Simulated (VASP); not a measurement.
# Bi2Te3 (R3m) in VASP: further runs

The runs below take Bi2Te3 through single point, with PBEsol.

All numbers are computed with VASP 6.6.1; they aren't measurements. Logs are shortened: lines on timing, memory, paths and dates and some standing lists are left out, and cuts for length are marked.

## 1. The cell of the first run

The structure is trigonal, space group R3m (No. 160). Conventional cell: a = 4.417 Å, b = 4.417 Å, c = 29.840 Å, α = 90.00°, β = 90.00°, γ = 120.00°. Bi (site symmetry 3m) has 3 Te at 3.03 Å and 3 Bi at 3.43 Å within 4.0 Å. Within 4.7 Å of Bi (site symmetry 3m) lie 9 Te at 3.27 to 4.68 Å and 9 Bi at 3.43 to 4.42 Å. Within 4.0 Å of Te (site symmetry 3m) lie 6 Te at 3.04 to 3.45 Å. Within 4.0 Å of Te (site symmetry 3m) lie 3 Bi at 3.03 Å and 3 Te at 3.45 Å. Te (site symmetry 3m) has 3 Te at 3.04 Å and 3 Bi at 3.27 Å within 4.0 Å.

## 2. Single point, PBEsol

File INCAR:

```
  PREC = Accurate
  ENCUT = 500
  EDIFF = 1E-6
  ISMEAR = -1
  SIGMA = 0.05
  LREAL = F
  LASPH = T
  NELM = 120
  ALGO = Normal
  ISIF = 2
  LWAVE = F
  LCHARG = F
  GGA = PS
  NBANDS = 32
  GGA_COMPAT = F
```

File KPOINTS:

```
regular mesh
0
Gamma
  2 2 2
```

File POSCAR:

```
Bi2Te3
1.0
    2.2085000000      1.2750780695      9.9466666667
   -2.2085000000      1.2750780695      9.9466666667
    0.0000000000     -2.5501561390      9.9466666667
Bi Te
2 3
Direct
    0.1880000000      0.1880000000      0.1880000000
    0.5980003333      0.5980003333      0.5980003333
    0.3890003333      0.3890003333      0.3890003333
    0.7999996667      0.7999996667      0.7999996667
    0.0000000000      0.0000000000      0.0000000000
```

Potentials or basis: VASP PAW PBE potentials, release 64 (Bi_d, Te).

Command:

```sh
> cat potpaw_PBE.64/Bi_d/POTCAR potpaw_PBE.64/Te/POTCAR > POTCAR
> mpirun -np 1 vasp_std > vasp.out
```

OUTCAR:

```text
PREC = Accurate
   ENCUT = 500
   EDIFF = 1E-6
   ISMEAR = -1
   LREAL = F
   LASPH = T
   NELM = 120
   ISIF = 2
   GGA = PS

 ion  position               nearest neighbor table
   1  0.188  0.188  0.188-   4 3.03   4 3.03   4 3.03   2 3.43   2 3.43   2 3.43
   2  0.598  0.598  0.598-   5 3.27   5 3.27   5 3.27   1 3.43   1 3.43   1 3.43
   3  0.389  0.389  0.389-   5 3.04   5 3.04   5 3.04   4 3.45   4 3.45   4 3.45
   4  0.800  0.800  0.800-   1 3.03   1 3.03   1 3.03   3 3.45   3 3.45   3 3.45
   5  0.000  0.000  0.000-   3 3.04   3 3.04   3 3.04   2 3.27   2 3.27   2 3.27

  LATTYP: Found a trigonal (rhomboedric) cell.
 ALAT       =    10.2683725152
 COS(alpha) =     0.9074829936

  Lattice vectors:

 A1 = (   2.2085000000,   1.2750780695,   9.9466666667)
 A2 = (  -2.2085000000,   1.2750780695,   9.9466666667)
 A3 = (   0.0000000000,  -2.5501561390,   9.9466666667)

Analysis of symmetry for initial positions (statically):
=====================================================================
 Subroutine PRICEL returns:
 Original cell was already a primitive cell.

 Routine SETGRP: Setting up the symmetry group for a
 trigonal (rhombohedral) supercell.

 Subroutine GETGRP returns: Found  6 space group operations
 (whereof  6 operations were pure point group operations)
 out of a pool of 12 trial point group operations.

The static configuration has the point symmetry C_3v.

Analysis of symmetry for dynamics (positions and initial velocities):
=====================================================================
 Subroutine PRICEL returns:
 Original cell was already a primitive cell.

 Routine SETGRP: Setting up the symmetry group for a
 trigonal (rhombohedral) supercell.

 Subroutine GETGRP returns: Found  6 space group operations
 (whereof  6 operations were pure point group operations)
 out of a pool of 12 trial point group operations.

The dynamic configuration has the point symmetry C_3v.

 Subroutine INISYM returns: Found  6 space group operations
 (whereof  6 operations are pure point group operations),
 and found     1 'primitive' translations

----------------------------------------------------------------------------------------

                                     Primitive cell

  volume of cell :     168.0595

  direct lattice vectors                    reciprocal lattice vectors
     2.208500000  1.275078069  9.946666667     0.226398008  0.130710951  0.033512064
    -2.208500000  1.275078069  9.946666667    -0.226398008  0.130710951  0.033512064
     0.000000000 -2.550156139  9.946666667     0.000000000 -0.261421901  0.033512064

  length of vectors
    10.268372515 10.268372515 10.268372515     0.263561129  0.263561129  0.263561129

  position of ions in fractional coordinates (direct lattice)
     0.188000000  0.188000000  0.188000000
     0.598000333  0.598000333  0.598000333
     0.389000333  0.389000333  0.389000333
     0.799999667  0.799999667  0.799999667
     0.000000000  0.000000000  0.000000000

  ion indices of the primitive-cell ions
   primitive index   ion index
                 1           1
                 2           2
                 3           3
                 4           4
                 5           5

----------------------------------------------------------------------------------------

 KPOINTS: regular mesh

Automatic generation of k-mesh.
 Grid dimensions read from file:
 generate k-points for:    2    2    2

 Generating k-lattice:

  Cartesian coordinates                     Fractional coordinates (reciprocal lattice)
     0.113199004  0.065355475  0.016756032     0.500000000 -0.000000000  0.000000000
    -0.113199004  0.065355475  0.016756032    -0.000000000  0.500000000  0.000000000
     0.000000000 -0.130710951  0.016756032     0.000000000  0.000000000  0.500000000

  Length of vectors
     0.131780565  0.131780565  0.131780565

  Shift w.r.t. Gamma in fractional coordinates (k-lattice)
     0.000000000  0.000000000  0.000000000

 Subroutine IBZKPT returns following result:
 ===========================================

 Found      4 irreducible k-points:

 Following reciprocal coordinates:
            Coordinates               Weight
  0.000000  0.000000  0.000000      1.000000
  0.500000  0.000000  0.000000      3.000000
  0.500000  0.500000  0.000000      3.000000
  0.500000  0.500000  0.500000      1.000000
   k-points           NKPTS =      4   k-points in BZ     NKDIM =      4   number of bands    NBANDS=     32
   number of dos      NEDOS =    301   number of ions     NIONS =      5
   total plane-waves  NPLWV = 512000
   dimension x,y,z NGX =    80 NGY =   80 NGZ =   80
   dimension x,y,z NGXF=   160 NGYF=  160 NGZF=  160
   ions per type =               2   3
   NGX,Y,Z   is equivalent  to a cutoff of  12.95, 12.95, 12.95 a.u.
   NGXF,Y,Z  is equivalent  to a cutoff of  25.90, 25.90, 25.90 a.u.
 SYSTEM =  unknown system
   PREC   = accura    normal or accurate (medium, high low for compatibility)
   ISTART =      0    job   : 0-new  1-cont  2-samecut
   ICHARG =      2    charge: 1-file 2-atom 10-const
   ISPIN  =      1    spin polarized calculation?
   LNONCOLLINEAR =      F non collinear calculations
   LSORBIT =      F    spin-orbit coupling
   LASPH  =      T    aspherical Exc in radial PAW
   ENCUT  =  500.0 eV  36.75 Ry    6.06 a.u.  18.72 18.72 18.72*2*pi/ulx,y,z
   NELM   =    120;   NELMIN=  2; NELMDL= -5     # of ELM steps
   EDIFF  = 0.1E-05   stopping-criterion for ELM
   LREAL  =      F    real-space projection
   EDIFFG = 0.1E-04   stopping-criterion for IOM
   NSW    =      0    number of steps for IOM
   IBRION =     -1    ionic relax: 0-MD 1-quasi-New 2-CG
   NFREE  =      0    steps in history (QN), initial steepest desc. (CG)
   ISIF   =      2    stress and relaxation
   ISYM   =      2    0-nonsym 1-usesym 2-fastsym
   POTIM  = 0.5000    time-step for ionic-motion
   TEBEG  =    0.0;   TEEND  =   0.0 temperature during run
   PSTRESS=    0.0 pullay stress
   NELECT =      48.0000    total number of electrons
   NUPDOWN=      -1.0000    fix difference up-down
   EMIN   =  10.00;   EMAX   =-10.00  energy-range for DOS
   EFERMI =   0.00;   METHOD = LEGACY
   ISMEAR =    -1;   SIGMA  =   0.05  broadening in eV -4-tet -1-fermi 0-gaus
   EFERMI_NEDOS =   21; number of points for ismear=-14 and -15
   IALGO  =     38    algorithm
   IMIX   =      4    mixing-type and parameters
     AMIX     =   0.40;   BMIX     =  1.00
     AMIX_MAG =   1.60;   BMIX_MAG =  1.00
  volume/ion in A,a.u.               =      33.61       226.82
  Fermi-wavevector in a.u.,A,eV,Ry     =   1.078121  2.037354 15.814668  1.162345
  Thomas-Fermi vector in A             =   2.214051
   LORBIT       =      0    0 simple, 1 ext, 2 COOP (PROOUT), +10 PAW based schemes
   GGA     = PS    functional components
   LHFCALC =     F    Hartree Fock is set to
   AEXX    =    0.0000 exact exchange contribution
   IVDW    =     0    specifies the selected vdW correction
   LEPSILON=     F    determine dielectric tensor
   LRPA    =     F    only Hartree local field effects (RPA)
 non-spin polarized calculation
  energy-cutoff  :      500.00
  volume of cell :      168.06
 maximum number of plane-waves:      4278
 NGX is ok and might be reduce to    80
   NGX = 37   NGY = 37   NGZ = 37

 number of electron      48.0000001 magnetization

 Free energy of the ion-electron system (eV)
  ---------------------------------------------------
  ext. energy  EPLUGINS =         0.00000000
  ---------------------------------------------------
  free energy    TOTEN  =       -17.90640279 eV

  energy without entropy =      -17.84593047  energy(sigma->0) =      -17.87616663

 E-fermi :   6.1416     XC(G=0):  -9.5412

 val. band max:        6.0602977218   @ k =   0.5000   0.0000   0.0000
 cond. band min:       6.1987362444   @ k =   0.5000   0.0000   0.0000
 fundamental gap:      0.1384385226
 Fermi energy:         6.1415820225

 k-point     1 :       0.0000    0.0000    0.0000
  band No.  band energies     occupation
      1     -16.8664      2.00000
      2     -16.8664      2.00000
      3     -16.8174      2.00000
      4     -16.8174      2.00000
      5     -16.8006      2.00000
      6     -16.1817      2.00000
      7     -16.1791      2.00000
      8     -16.1791      2.00000
      9     -16.1758      2.00000
     10     -16.1758      2.00000
     11      -7.2279      2.00000
     12      -6.5013      2.00000
     13      -5.1367      2.00000
     14      -2.5902      2.00000
     15      -2.4828      2.00000
     16       3.7610      2.00000
     17       3.7825      2.00000
     18       3.7825      2.00000
     19       4.1530      2.00000
     20       4.2363      2.00000
     21       4.2363      2.00000
     22       5.8607      1.99276
     23       5.9445      1.96187
     24       5.9445      1.96187
     25       6.2181      0.35563
     26       6.5209      0.00101
     27       6.5209      0.00101
     28       8.4245      0.00000
     29       8.4245      0.00000
     30       8.5100      0.00000
     31      10.8646      0.00000
     32      11.1337      0.00000

 k-point     2 :       0.5000    0.0000    0.0000
  band No.  band energies     occupation
      1     -16.8693      2.00000
      2     -16.8524      2.00000
      3     -16.8229      2.00000
      4     -16.8187      2.00000
      5     -16.7924      2.00000
      6     -16.1924      2.00000
      7     -16.1804      2.00000
      8     -16.1789      2.00000
      9     -16.1722      2.00000
     10     -16.1660      2.00000
     11      -5.5163      2.00000
     12      -5.4965      2.00000
     13      -4.8293      2.00000
     14      -4.0738      2.00000
     15      -3.7019      2.00000
     16       0.7678      2.00000
     17       2.5835      2.00000
     18       2.5943      2.00000
     19       2.7488      2.00000
     20       3.0344      2.00000
     21       3.0947      2.00000
     22       4.0778      2.00000
     23       6.0426      1.75728
     24       6.0603      1.67116
     25       6.1987      0.48351
     26       6.7382      0.00001
     27       8.8758      0.00000
     28       9.0006      0.00000
     29       9.6534      0.00000
     30       9.7785      0.00000
     31       9.7921      0.00000
     32      10.5634      0.00000

 k-point     3 :       0.5000    0.5000    0.0000
  band No.  band energies     occupation
      1     -16.8693      2.00000
      2     -16.8525      2.00000
      3     -16.8229      2.00000
      4     -16.8187      2.00000
      5     -16.7924      2.00000
      6     -16.1924      2.00000
      7     -16.1804      2.00000
      8     -16.1789      2.00000
      9     -16.1722      2.00000
     10     -16.1660      2.00000
     11      -5.5460      2.00000
     12      -5.4775      2.00000
     13      -4.5825      2.00000
     14      -4.5068      2.00000
     15      -3.4892      2.00000
     16       1.2457      2.00000
     17       1.6365      2.00000
     18       2.1915      2.00000
     19       2.4558      2.00000
     20       3.4142      2.00000
     21       4.0616      2.00000
     22       4.4580      2.00000
     23       5.2239      2.00000
     24       5.8217      1.99667
     25       6.6679      0.00005
     26       7.4613      0.00000
     27       8.1115      0.00000
     28       8.7804      0.00000
     29       8.8605      0.00000
     30       9.4436      0.00000
     31      11.1097      0.00000
     32      11.8338      0.00000

 k-point     4 :       0.5000    0.5000    0.5000
  band No.  band energies     occupation
      1     -16.8664      2.00000
      2     -16.8664      2.00000
      3     -16.8174      2.00000
      4     -16.8174      2.00000
      5     -16.8006      2.00000
      6     -16.1817      2.00000
      7     -16.1791      2.00000
      8     -16.1791      2.00000
      9     -16.1758      2.00000
     10     -16.1758      2.00000
     11      -7.0412      2.00000
     12      -6.8588      2.00000
     13      -4.4865      2.00000
     14      -3.7908      2.00000
     15      -1.6858      2.00000
     16       3.4064      2.00000
     17       3.7760      2.00000
     18       3.7760      2.00000
     19       4.2727      2.00000
     20       4.2727      2.00000
     21       4.5402      2.00000
     22       5.4174      2.00000
     23       5.6498      1.99989
     24       5.6498      1.99989
     25       6.7605      0.00001
     26       7.1645      0.00000
     27       7.1645      0.00000
     28       7.9068      0.00000
     29       7.9068      0.00000
     30       8.1175      0.00000
     31      10.7884      0.00000
     32      11.4803      0.00000

------------------------ aborting loop because EDIFF is reached ----------------------------------------

  FORCE on cell =-STRESS in cart. coord.  units (eV):
  Direction    XX          YY          ZZ          XY          YZ          ZX
  --------------------------------------------------------------------------------------
  -------------------------------------------------------------------------------------
  Total        3.3634786      3.3634786     -4.0773909      0.0000000     -0.0000000      0.0000000
  in kB       32.0653701     32.0653701    -38.8713778      0.0000000     -0.0000000      0.0000000
  external PRESSURE =       8.4197874 kB  Pullay stress =       0.0000000 kB

 VOLUME and BASIS-vectors are now :
 -----------------------------------------------------------------------------
  energy-cutoff  :      500.00
  volume of cell :      168.06
      direct lattice vectors                 reciprocal lattice vectors
     2.208500000  1.275078069  9.946666667     0.226398008  0.130710951  0.033512064
    -2.208500000  1.275078069  9.946666667    -0.226398008  0.130710951  0.033512064
     0.000000000 -2.550156139  9.946666667     0.000000000 -0.261421901  0.033512064

 POSITION                                       TOTAL-FORCE (eV/Angst)
 -----------------------------------------------------------------------------------
      0.00000      0.00000      5.60992         0.000000     -0.000000     -0.520436
      0.00000      0.00000     17.84433         0.000000      0.000000      1.244065
      0.00000      0.00000     11.60777         0.000000     -0.000000     -0.426213
      0.00000      0.00000     23.87199         0.000000     -0.000000      0.308245
      0.00000      0.00000      0.00000         0.000000      0.000000     -0.605661
 -----------------------------------------------------------------------------------
    total drift:                               -0.000000     -0.000000     -0.000652

  FREE ENERGIE OF THE ION-ELECTRON SYSTEM (eV)
  ---------------------------------------------------
  free  energy   TOTEN  =       -17.9064027922 eV

  energy  without entropy=      -17.8459304654  energy(sigma->0) =      -17.87616663
```

Run time: 3 min. Hardware: 1 thread of Intel Xeon Platinum 8559C (Emerald Rapids), shared host; peak memory 0.86 GiB.

Results:

```yaml
Free_energy: -17.9064 eV
Pressure: 0.8 GPa
Largest_force: 1.244 eV/Å
Band_gap_on_the_k_mesh: 0.14 eV
```

Forces on the atoms (eV/Å):
```
Bi   0.000  0.000 -0.520
Bi   0.000  0.000  1.244
Te   0.000  0.000 -0.426
Te   0.000  0.000  0.308
Te   0.000  0.000 -0.606
```

Caveat: the k points lie up to 0.83 Å⁻¹ apart; the PAW data sets were made with another functional, which shifts forces and pressure a little; spin-orbit coupling is left out, which moves the levels of the heavy elements.

(Part 1 of 2 ends here.)
